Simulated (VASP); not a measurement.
# GaN (P6_3mc) in VASP: a series of runs

Runs on GaN. Level: r2SCAN. Tasks: single point.

Everything below comes from runs of VASP 6.6.1. Logs are shortened: lines on timing, memory, paths and dates and some standing lists are left out, and cuts for length are marked.

**The experiment to reproduce.**

“Studying electronic properties in GaN without electrical contacts using γ-γ vs e−-γ Perturbed Angular Correlations”, 2019, pmc:6823545 quotes, for a bulk crystal of GaN: band gap 3.503 ± 0.005 eV (direct).

The runs below are set against these values where they give the same quantity.

## (1) The cell of the first run

The structure is hexagonal, space group P6_3mc (No. 186). Conventional cell: a = 3.194 Å, b = 3.194 Å, c = 5.201 Å, α = 90.00°, β = 90.00°, γ = 120.00°. Within 2.6 Å of Ga (site symmetry 3m) lie 4 N at 1.95 to 1.96 Å. Within 2.6 Å of N (site symmetry 3m) lie 4 Ga at 1.95 to 1.96 Å.

## (2) Single point, r2SCAN

The input, POSCAR:

```
GaN
1.0
    3.1940996559      0.0000000000      0.0000000000
   -1.5970498280      2.7661714443      0.0000000000
    0.0000000000      0.0000000000      5.2011359954
Ga N
2 2
Direct
    0.3333333333      0.6666666667     -0.0009013798
    0.6666666667      0.3333333333      0.4990986202
    0.3333333333      0.6666666667      0.3759013798
    0.6666666667      0.3333333333      0.8759013798
```

The input, INCAR.step1:

```
SYSTEM = GaN
  PREC = Accurate
  ENCUT = 520
  ISMEAR = 0
  SIGMA = 0.01
  LREAL = .False.
  LASPH = .True.
  NELM = 100
  NBANDS = 26
  GGA = PE
  ALGO = Normal
  EDIFF = 1E-4
  LWAVE = .True.
  LCHARG = .False.
```

The input, INCAR.step2:

```
SYSTEM = GaN
  PREC = Accurate
  ENCUT = 520
  EDIFF = 1E-7
  ISMEAR = 0
  SIGMA = 0.01
  LREAL = .False.
  LASPH = .True.
  NELM = 100
  ALGO = Normal
  ISIF = 2
  LWAVE = .False.
  LCHARG = .False.
  METAGGA = R2SCAN
  LMIXTAU = .True.
  NBANDS = 26
  ISTART = 1
```

The input, KPOINTS:

```
regular mesh
0
Gamma
  8 8 4
  0 0 0
```

Potentials or basis: VASP PAW PBE potentials, release 64 (Ga_d, N).

Launch:

```sh
$ cat potpaw_PBE.64/Ga_d/POTCAR potpaw_PBE.64/N/POTCAR > POTCAR
$ cp INCAR.step1 INCAR
$ mpirun -np 1 vasp_std > vasp.out
$ cp INCAR.step2 INCAR
$ mpirun -np 1 vasp_std > vasp.out
```

OUTCAR:

```text
SYSTEM = GaN
   PREC = Accurate
   ENCUT = 520
   EDIFF = 1E-7
   ISMEAR = 0
   LREAL = .False.
   LASPH = .True.
   NELM = 100
   ISIF = 2
   METAGGA = R2SCAN
   ISTART = 1

 ion  position               nearest neighbor table
   1  0.333  0.667  0.999-   4 1.95   4 1.95   4 1.95   3 1.96
   2  0.667  0.333  0.499-   3 1.95   3 1.95   3 1.95   4 1.96
   3  0.333  0.667  0.376-   2 1.95   2 1.95   2 1.95   1 1.96
   4  0.667  0.333  0.876-   1 1.95   1 1.95   1 1.95   2 1.96

  LATTYP: Found a hexagonal cell.
 ALAT       =     3.1940996559
 C/A-ratio  =     1.6283574577

  Lattice vectors:

 A1 = (   3.1940996559,   0.0000000000,   0.0000000000)
 A2 = (  -1.5970498280,   2.7661714443,   0.0000000000)
 A3 = (   0.0000000000,   0.0000000000,   5.2011359954)

Analysis of symmetry for initial positions (statically):
=====================================================================
 Subroutine PRICEL returns:
 Original cell was already a primitive cell.

 Routine SETGRP: Setting up the symmetry group for a
 hexagonal supercell.

 Subroutine GETGRP returns: Found 12 space group operations
 (whereof  6 operations were pure point group operations)
 out of a pool of 24 trial point group operations.

The static configuration has the point symmetry C_3v.
 The point group associated with its full space group is C_6v.

Analysis of symmetry for dynamics (positions and initial velocities):
=====================================================================
 Subroutine PRICEL returns:
 Original cell was already a primitive cell.

 Routine SETGRP: Setting up the symmetry group for a
 hexagonal supercell.

 Subroutine GETGRP returns: Found 12 space group operations
 (whereof  6 operations were pure point group operations)
 out of a pool of 24 trial point group operations.

The dynamic configuration has the point symmetry C_3v.
 The point group associated with its full space group is C_6v.

 Subroutine INISYM returns: Found 12 space group operations
 (whereof  6 operations are pure point group operations),
 and found     1 'primitive' translations

----------------------------------------------------------------------------------------

                                     Primitive cell

  volume of cell :      45.9543

  direct lattice vectors                    reciprocal lattice vectors
     3.194099656  0.000000000  0.000000000     0.313077270  0.180755246  0.000000000
    -1.597049828  2.766171444  0.000000000     0.000000000  0.361510492  0.000000000
     0.000000000  0.000000000  5.201135995     0.000000000  0.000000000  0.192265690

  length of vectors
     3.194099656  3.194099656  5.201135995     0.361510492  0.361510492  0.192265690

  position of ions in fractional coordinates (direct lattice)
     0.333333333  0.666666667  0.999098620
     0.666666667  0.333333333  0.499098620
     0.333333333  0.666666667  0.375901380
     0.666666667  0.333333333  0.875901380

  ion indices of the primitive-cell ions
   primitive index   ion index
                 1           1
                 2           2
                 3           3
                 4           4

----------------------------------------------------------------------------------------

 KPOINTS: regular mesh

Automatic generation of k-mesh.
 Grid dimensions read from file:
 generate k-points for:    8    8    4

 Generating k-lattice:

  Cartesian coordinates                     Fractional coordinates (reciprocal lattice)
     0.039134659  0.022594406  0.000000000     0.125000000  0.000000000  0.000000000
     0.000000000  0.045188812  0.000000000     0.000000000  0.125000000  0.000000000
     0.000000000  0.000000000  0.048066422     0.000000000  0.000000000  0.250000000

  Length of vectors
     0.045188812  0.045188812  0.048066422

  Shift w.r.t. Gamma in fractional coordinates (k-lattice)
     0.000000000  0.000000000  0.000000000

 Subroutine IBZKPT returns following result:
 ===========================================

 Found     30 irreducible k-points:

 Following reciprocal coordinates:
            Coordinates               Weight
  0.000000  0.000000  0.000000      1.000000
  0.125000  0.000000  0.000000      6.000000
  0.250000  0.000000  0.000000      6.000000
  0.375000  0.000000  0.000000      6.000000
  0.500000  0.000000  0.000000      3.000000
  0.125000  0.125000  0.000000      6.000000
[... 16 lines left out ...]
  0.250000  0.000000  0.500000      6.000000
  0.375000  0.000000  0.500000      6.000000
 [... further k-points ...]
   k-points           NKPTS =     30   k-points in BZ     NKDIM =     30   number of bands    NBANDS=     26
   number of dos      NEDOS =    301   number of ions     NIONS =      4
   total plane-waves  NPLWV =  23040
   dimension x,y,z NGX =    24 NGY =   24 NGZ =   40
   dimension x,y,z NGXF=    48 NGYF=   48 NGZF=   80
   ions per type =               2   2
   NGX,Y,Z   is equivalent  to a cutoff of  12.49, 12.49, 12.79 a.u.
   NGXF,Y,Z  is equivalent  to a cutoff of  24.98, 24.98, 25.57 a.u.
 SYSTEM =  GaN
   PREC   = accura    normal or accurate (medium, high low for compatibility)
   ISTART =      1    job   : 0-new  1-cont  2-samecut
   ICHARG =      0    charge: 1-file 2-atom 10-const
   ISPIN  =      1    spin polarized calculation?
   LNONCOLLINEAR =      F non collinear calculations
   LSORBIT =      F    spin-orbit coupling
   LASPH  =      T    aspherical Exc in radial PAW
   ENCUT  =  520.0 eV  38.22 Ry    6.18 a.u.   5.94  5.94  9.67*2*pi/ulx,y,z
   NELM   =    100;   NELMIN=  2; NELMDL=  0     # of ELM steps
   EDIFF  = 0.1E-06   stopping-criterion for ELM
   LREAL  =      F    real-space projection
   EDIFFG = 0.1E-05   stopping-criterion for IOM
   NSW    =      0    number of steps for IOM
   IBRION =     -1    ionic relax: 0-MD 1-quasi-New 2-CG
   NFREE  =      0    steps in history (QN), initial steepest desc. (CG)
   ISIF   =      2    stress and relaxation
   ISYM   =      2    0-nonsym 1-usesym 2-fastsym
   POTIM  = 0.5000    time-step for ionic-motion
   TEBEG  =    0.0;   TEEND  =   0.0 temperature during run
   PSTRESS=    0.0 pullay stress
   NELECT =      36.0000    total number of electrons
   NUPDOWN=      -1.0000    fix difference up-down
   EMIN   =  10.00;   EMAX   =-10.00  energy-range for DOS
   EFERMI =   0.00;   METHOD = LEGACY
   ISMEAR =     0;   SIGMA  =   0.01  broadening in eV -4-tet -1-fermi 0-gaus
   EFERMI_NEDOS =   21; number of points for ismear=-14 and -15
   IALGO  =     38    algorithm
   IMIX   =      4    mixing-type and parameters
     AMIX     =   0.40;   BMIX     =  1.00
     AMIX_MAG =   1.60;   BMIX_MAG =  1.00
  volume/ion in A,a.u.               =      11.49        77.53
  Fermi-wavevector in a.u.,A,eV,Ry     =   1.509155  2.851889 30.987918  2.277548
  Thomas-Fermi vector in A             =   2.619514
   LORBIT       =      0    0 simple, 1 ext, 2 COOP (PROOUT), +10 PAW based schemes
   METAGGA = R2SCAN    functional components
   LHFCALC =     F    Hartree Fock is set to
   AEXX    =    0.0000 exact exchange contribution
   IVDW    =     0    specifies the selected vdW correction
   LEPSILON=     F    determine dielectric tensor
   LRPA    =     F    only Hartree local field effects (RPA)
 non-spin polarized calculation
 Gauss-broadening in eV      SIGMA  =   0.01
  energy-cutoff  :      520.00
  volume of cell :       45.95
 maximum number of plane-waves:      1250
 NGX is ok and might be reduce to    24
   NGX = 11   NGY = 11   NGZ = 19

 number of electron      35.9999975 magnetization

 Free energy of the ion-electron system (eV)
  ---------------------------------------------------
  ext. energy  EPLUGINS =         0.00000000
  ---------------------------------------------------
  free energy    TOTEN  =       -43.82104350 eV

  energy without entropy =      -43.82104350  energy(sigma->0) =      -43.82104350

 E-fermi :   5.0510     XC(G=0): -12.6032

 val. band max:        4.9903111868   @ k =   0.0000   0.0000   0.0000
 cond. band min:       7.2629542089   @ k =   0.0000   0.0000   0.0000
 fundamental gap:      2.2726430221
 Fermi energy:         5.0509512556

 k-point     1 :       0.0000    0.0000    0.0000
  band No.  band energies     occupation
      1     -11.7333      2.00000
      2     -10.7584      2.00000
      3      -8.8316      2.00000
      4      -8.8162      2.00000
      5      -8.8162      2.00000
      6      -8.7498      2.00000
[... 18 lines left out ...]
     25      17.3975      0.00000
     26      17.3976      0.00000

 k-point     2 :       0.1250    0.0000    0.0000
  band No.  band energies     occupation
      1     -11.5843      2.00000
      2     -10.7165      2.00000
      3      -8.8146      2.00000
      4      -8.7944      2.00000
      5      -8.7650      2.00000
      6      -8.7289      2.00000
[... 18 lines left out ...]
     25      16.9464      0.00000
     26      17.7379      0.00000

 k-point     3 :       0.2500    0.0000    0.0000
  band No.  band energies     occupation
      1     -11.2270      2.00000
      2     -10.6332      2.00000
      3      -8.7738      2.00000
      4      -8.7541      2.00000
      5      -8.6824      2.00000
      6      -8.6464      2.00000
[... 18 lines left out ...]
     25      17.1140      0.00000
     26      18.4673      0.00000

 k-point     4 :       0.3750    0.0000    0.0000
  band No.  band energies     occupation
      1     -10.8954      2.00000
      2     -10.5771      2.00000
      3      -8.7550      2.00000
      4      -8.7355      2.00000
      5      -8.6369      2.00000
      6      -8.5778      2.00000
[... 18 lines left out ...]
     25      17.6217      0.00000
     26      19.0034      0.00000

 k-point     5 :       0.5000    0.0000    0.0000
  band No.  band energies     occupation
      1     -10.7719      2.00000
      2     -10.5642      2.00000
      3      -8.7555      2.00000
      4      -8.7334      2.00000
      5      -8.6259      2.00000
      6      -8.5791      2.00000
[... 18 lines left out ...]
     25      18.1789      0.00000
     26      19.1102      0.00000

 k-point     6 :       0.1250    0.1250    0.0000
  band No.  band energies     occupation
      1     -11.3304      2.00000
      2     -10.6550      2.00000
      3      -8.7779      2.00000
      4      -8.7691      2.00000
      5      -8.6989      2.00000
      6      -8.6905      2.00000
[... 427 lines left out ...]
 k-point    21 :       0.0000    0.0000    0.5000
  band No.  band energies     occupation
      1     -11.1644      2.00000
      2     -11.1644      2.00000
      3      -8.7920      2.00000
      4      -8.7920      2.00000
      5      -8.7920      2.00000
      6      -8.7920      2.00000
[... 18 lines left out ...]
     25      16.0354      0.00000
     26      16.0354      0.00000

 k-point    22 :       0.1250    0.0000    0.5000
  band No.  band energies     occupation
      1     -11.0659      2.00000
      2     -11.0659      2.00000
      3      -8.7748      2.00000
      4      -8.7748      2.00000
      5      -8.7645      2.00000
      6      -8.7645      2.00000
[... 18 lines left out ...]
     25      16.4575      0.00000
     26      16.4575      0.00000

 k-point    23 :       0.2500    0.0000    0.5000
  band No.  band energies     occupation
      1     -10.8502      2.00000
      2     -10.8502      2.00000
      3      -8.7425      2.00000
      4      -8.7425      2.00000
      5      -8.7022      2.00000
      6      -8.7022      2.00000
[... 18 lines left out ...]
     25      17.3036      0.00000
     26      17.3036      0.00000

 k-point    24 :       0.3750    0.0000    0.5000
  band No.  band energies     occupation
      1     -10.6767      2.00000
      2     -10.6767      2.00000
      3      -8.7438      2.00000
      4      -8.7438      2.00000
      5      -8.6517      2.00000
      6      -8.6517      2.00000
[... 18 lines left out ...]
     25      17.8342      0.00000
     26      17.8342      0.00000

 [... further k-points ...]

------------------------ aborting loop because EDIFF is reached ----------------------------------------

  FORCE on cell =-STRESS in cart. coord.  units (eV):
  Direction    XX          YY          ZZ          XY          YZ          ZX
  --------------------------------------------------------------------------------------
  -------------------------------------------------------------------------------------
  Total       -0.2563152     -0.2563152     -0.2780129      0.0000000      0.0000000      0.0000000
  in kB       -8.9363310     -8.9363310     -9.6928121      0.0000000      0.0000000      0.0000000
  external PRESSURE =      -9.1884914 kB  Pullay stress =       0.0000000 kB

 VOLUME and BASIS-vectors are now :
 -----------------------------------------------------------------------------
  energy-cutoff  :      520.00
  volume of cell :       45.95
      direct lattice vectors                 reciprocal lattice vectors
     3.194099656  0.000000000  0.000000000     0.313077270  0.180755246  0.000000000
    -1.597049828  2.766171444  0.000000000     0.000000000  0.361510492  0.000000000
     0.000000000  0.000000000  5.201135995     0.000000000  0.000000000  0.192265690

 POSITION                                       TOTAL-FORCE (eV/Angst)
 -----------------------------------------------------------------------------------
     -0.00000      1.84411      5.19645         0.000000      0.000000      0.004355
      1.59705      0.92206      2.59588         0.000000     -0.000000      0.004355
     -0.00000      1.84411      1.95511        -0.000000      0.000000     -0.004355
      1.59705      0.92206      4.55568        -0.000000      0.000000     -0.004355
 -----------------------------------------------------------------------------------
    total drift:                                0.000002      0.000004      0.031654

  FREE ENERGIE OF THE ION-ELECTRON SYSTEM (eV)
  ---------------------------------------------------
  free  energy   TOTEN  =       -43.8210435014 eV

  energy  without entropy=      -43.8210435014  energy(sigma->0) =      -43.82104350
```

Run time: 66 s. Hardware: 1 thread of Intel Xeon 6975P-C (Granite Rapids), shared host; peak memory 0.18 GiB.

What came out:

- Free energy: -43.8210 eV
- Pressure: -0.9 GPa
- Largest force: 0.004 eV/Å
- Band gap on the k mesh: 2.27 eV, direct

Forces in eV/Å, atoms in the order of the input:
```
Ga   0.000  0.000  0.004
Ga   0.000  0.000  0.004
N    0.000  0.000 -0.004
N    0.000  0.000 -0.004
```

Stress tensor (GPa, compression positive):
```
-0.89  0.00  0.00
 0.00 -0.89  0.00
 0.00  0.00 -0.97
```

Levels at points of the mesh, in eV from the valence-band top:
| k point | band 15 | band 16 | band 17 | band 18 | band 19 | band 20 | band 21 | band 22 |
| --- | --- | --- | --- | --- | --- | --- | --- | --- |
| (0.00, 0.00, 0.00) | -1.05 | -0.03 | 0.00 | 0.00 | 2.27 | 4.74 | 9.90 | 10.53 |
| (0.50, 0.00, 0.00) | -4.25 | -2.80 | -2.21 | -1.02 | 5.55 | 6.06 | 6.52 | 9.26 |
| (0.00, 0.00, 0.50) | -0.54 | -0.54 | -0.54 | -0.54 | 4.70 | 4.70 | 9.12 | 9.12 |
| (0.50, 0.00, 0.50) | -1.98 | -1.98 | -1.93 | -1.93 | 4.86 | 4.86 | 8.35 | 8.35 |

Caveat: the PAW data sets were made with another functional, which shifts forces and pressure a little. r2SCAN opens gaps a little over a GGA but as a rule still falls short of measured ones.

## (3) Single point, r2SCAN

Changes to POSCAR since step 2:

```diff
@@ -3,4 +3,4 @@
     3.1940996559      0.0000000000      0.0000000000
-   -1.5970498280      2.7661714443      0.0000000000
-    0.0000000000      0.0000000000      5.2011359954
+   -1.5970498280      2.7661714442      0.0000000000
+    0.0000000000      0.0000000000      5.2011359953
 Ga N
```

The input, INCAR.step1:

```
SYSTEM = GaN
PREC     = Accurate       ! precision mode
ENCUT    = 520            ! plane-wave cutoff, eV
ISMEAR   = 0              ! smearing method
SIGMA    = 0.01           ! smearing width, eV
LREAL    = .FALSE.        ! projectors in reciprocal space
LASPH    = .TRUE.         ! aspherical terms in the spheres
NELM     = 80             ! most SCF steps
NBANDS   = 26             ! bands
GGA      = PE             ! functional
ALGO     = Normal         ! electronic algorithm
EDIFF    = 1E-4           ! SCF threshold, eV
LWAVE    = .TRUE.         ! write WAVECAR
LCHARG   = .FALSE.        ! write CHGCAR
```

The input, INCAR.step2:

```
SYSTEM = GaN
PREC     = Accurate       ! precision mode
ENCUT    = 520            ! plane-wave cutoff, eV
EDIFF    = 1E-6           ! SCF threshold, eV
ISMEAR   = 0              ! smearing method
SIGMA    = 0.01           ! smearing width, eV
LREAL    = .FALSE.        ! projectors in reciprocal space
LASPH    = .TRUE.         ! aspherical terms in the spheres
NELM     = 80             ! most SCF steps
ALGO     = Normal         ! electronic algorithm
ISIF     = 2              ! what is computed and relaxed
LWAVE    = .FALSE.        ! write WAVECAR
LCHARG   = .FALSE.        ! write CHGCAR
METAGGA  = R2SCAN         ! meta-GGA
LMIXTAU  = .TRUE.       
NBANDS   = 26             ! bands
ISTART   = 1
```

The input, KPOINTS:

```
Automatic mesh
0
G
  8 8 4
  0 0 0
```

Potentials or basis: VASP PAW PBE potentials, release 64 (Ga_d, N).

Launch:

```sh
$ cat potpaw_PBE.64/Ga_d/POTCAR potpaw_PBE.64/N/POTCAR > POTCAR
$ cp INCAR.step1 INCAR
$ mpirun -np 1 vasp_std > vasp.out
$ cp INCAR.step2 INCAR
$ mpirun -np 1 vasp_std > vasp.out
```

Run time: 57 s. Hardware: 1 thread of Intel Xeon 6975P-C (Granite Rapids), shared host; peak memory 0.18 GiB.

It converged, with:

* Free energy: -43.8210 eV
* Pressure: -0.9 GPa
* Largest force: 0.004 eV/Å
* Band gap on the k mesh: 2.27 eV, direct

Forces in eV/Å, atoms in the order of the input:
```
Ga   0.000  0.000  0.004
Ga   0.000  0.000  0.004
N    0.000  0.000 -0.004
N    0.000  0.000 -0.004
```

Stress tensor (GPa, compression positive):
```
-0.91  0.00  0.00
 0.00 -0.91  0.00
 0.00  0.00 -0.98
```

Levels at points of the mesh, in eV from the valence-band top:
```
           k point  band 16  band 17  band 18  band 19  band 20  band 21
(0.00, 0.00, 0.00)    -0.03     0.00     0.00     2.27     4.74     9.90
(0.50, 0.00, 0.00)    -2.80    -2.21    -1.02     5.55     6.06     6.52
(0.00, 0.00, 0.50)    -0.54    -0.54    -0.54     4.70     4.70     9.12
(0.50, 0.00, 0.50)    -1.98    -1.93    -1.93     4.86     4.86     8.35
```

Caveat: the PAW data sets were made with another functional, which shifts forces and pressure a little.

(Continued in part 2 of 2.)
